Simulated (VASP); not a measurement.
A run of VASP 6.6.1 is set up as follows.

Contents of INCAR:

```
PREC     = Accurate       # precision mode
ENCUT    = 500            # plane-wave cutoff, eV
EDIFF    = 1E-6           # SCF threshold, eV
ISMEAR   = 0              # smearing method
SIGMA    = 0.05           # smearing width, eV
LREAL    = False          # projectors in reciprocal space
LASPH    = True           # aspherical terms in the spheres
NELM     = 120            # most SCF steps
ALGO     = Normal         # electronic algorithm
ISIF     = 2              # what is computed and relaxed
LWAVE    = False          # write WAVECAR
LCHARG   = True           # write CHGCAR
GGA      = PS             # functional
LELF     = True           # ELF
LVHAR    = True         
NBANDS   = 22             # bands
GGA_COMPAT= False
```

KPOINTS

```
regular mesh
0
Gamma
  9 9 5
```

POSCAR

```
Rh
1.0
    2.6812414163      0.0000000000      0.0000000000
   -1.3406207082      2.3220231802      0.0000000000
    0.0000000000      0.0000000000      4.3531302127
Rh
2
Direct
    0.6666666667      0.3333333333      0.7500000000
    0.3333333333      0.6666666667      0.2500000000
```

Potentials or basis: VASP PAW PBE potentials, release 64 (Rh_pv).

Launch:

```sh
$ cat potpaw_PBE.64/Rh_pv/POTCAR > POTCAR
$ mpirun -np 1 vasp_std > vasp.out
```

Task: Predict the pressure.

Result: 0.0 GPa.

Task: Estimate the band gap on the k mesh.

Result: Zero (bands 15 and 16 overlap by 2.17 eV).

Caveat: the PAW data sets were made with another functional, which shifts forces and pressure a little.
